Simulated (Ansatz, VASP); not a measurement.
One calculation of YN, two programs

```
CELL_PARAMETERS angstrom
0.00000 2.46265 2.46265
2.46265 0.00000 2.46265
2.46265 2.46265 0.00000
ATOMIC_POSITIONS crystal
Y 0.00000 0.00000 0.00000
N 0.50000 0.50000 0.50000
```

Change from the starting cell: volume scaled by 1.03.

Alike in both runs: task single point; functional PBE; k mesh 9 × 9 × 9; occupations fermi-dirac, width 0.03 eV; no spin polarisation.

```csv
,VASP,Ansatz
version,VASP 6.6.1,Ansatz 0.2.0
potentials or method,"VASP PAW PBE potentials, release 64 (Y_sv, N), cutoff 600 eV","all-electron LAPW, scalar-relativistic"
```

|  | VASP | Ansatz | Ansatz less VASP |
| --- | --- | --- | --- |
| pressure (GPa) | -2.0 | -1.8 | +0.26 |

Ansatz ran all-electron here, and VASP with PAW potentials.
